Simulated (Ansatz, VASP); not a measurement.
Two plane-wave programs on HfB10

```
Hf B
1.0
     4.18669    0.00000    0.00000
     0.00000    4.18669    0.00000
     0.00000    0.00000    5.98532
Hf B
1 10
Direct
  0.00000 0.00000 0.00000
  0.30092 0.00000 0.65792
  0.69908 0.00000 0.65792
  0.00000 0.30092 0.65792
  0.00000 0.69908 0.65792
  0.69908 0.00000 0.34208
  0.30092 0.00000 0.34208
  0.00000 0.30092 0.34208
  0.00000 0.69908 0.34208
  0.50000 0.50000 0.35443
  0.50000 0.50000 0.64557
```

Alike in both runs: task relaxation of cell and atoms; functional PBE; k mesh 10 × 10 × 6; occupations gaussian, width 0.1 eV; no spin polarisation.

```csv
,VASP,Ansatz
version,VASP 6.6.1,Ansatz 0.2.0
potentials or method,"VASP PAW PBE potentials, release 64 (Hf_pv, B), cutoff 600 eV","scalar-relativistic, plane waves, PAW"
valence electrons in the cell,40,56
```

|  | VASP | Ansatz | Ansatz less VASP |
| --- | --- | --- | --- |
| gap on the k mesh at the Fermi level, each at its own relaxed structure (eV) | none | none | - |
| relaxed volume (Å³/atom) | 9.55 | 9.56 | +0.008 |
| relaxed cell length with the largest relative difference (Å) | 6.062 | 6.066 | +0.0038 |

A gap of «none» marks a metal or a gap that the smearing closes. VASP's potentials hold 40 valence electrons a cell and Ansatz's 56, so a difference there can come from the potentials and not from the codes.

Spin-orbit coupling is off throughout.
